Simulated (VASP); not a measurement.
Rh, 1 atom in the cell. The structure is tetragonal, space group I4/mmm (No. 139). The conventional cell has a = 2.964 Å, b = 2.964 Å, c = 2.850 Å, α = 90.00°, β = 90.00°, γ = 90.00°. Rh (site symmetry 4/mmm) has 14 Rh at 2.53 to 2.96 Å within 3.3 Å. 

| Property | Result |
| --- | --- |
| Program | VASP 6.6.1 |
| Task | single point |
| Functional | LDA |
| Potentials or basis | VASP PAW LDA potentials, release 64 (Rh_pv) |
| Cutoff | 520 eV |
| k mesh | 22 × 22 × 22 |
| Occupations | gaussian, width 0.15 eV |
| Spin | no spin polarisation |
| Dipole correction | no |
| Further INCAR settings | ALGO = Fast; EDIFF = 1e-06; NBANDS = 14 |

Potentials or basis: VASP PAW LDA potentials, release 64 (Rh_pv).

Command:

```sh
$ cat potpaw_LDA.64/Rh_pv/POTCAR > POTCAR
$ mpirun -np 1 vasp_std > vasp.out
```

Hardware: 1 thread of Intel(R) Xeon(R) 6975P-C (Granite Rapids), on a shared host.

Problem. How long does it take, and how much memory?

Solution. Run time: 2.1 min on 1 thread of Intel(R) Xeon(R) 6975P-C (Granite Rapids), with other jobs on the host, peak memory 0.23 GiB. Counts: scf iterations 12, k points 834.
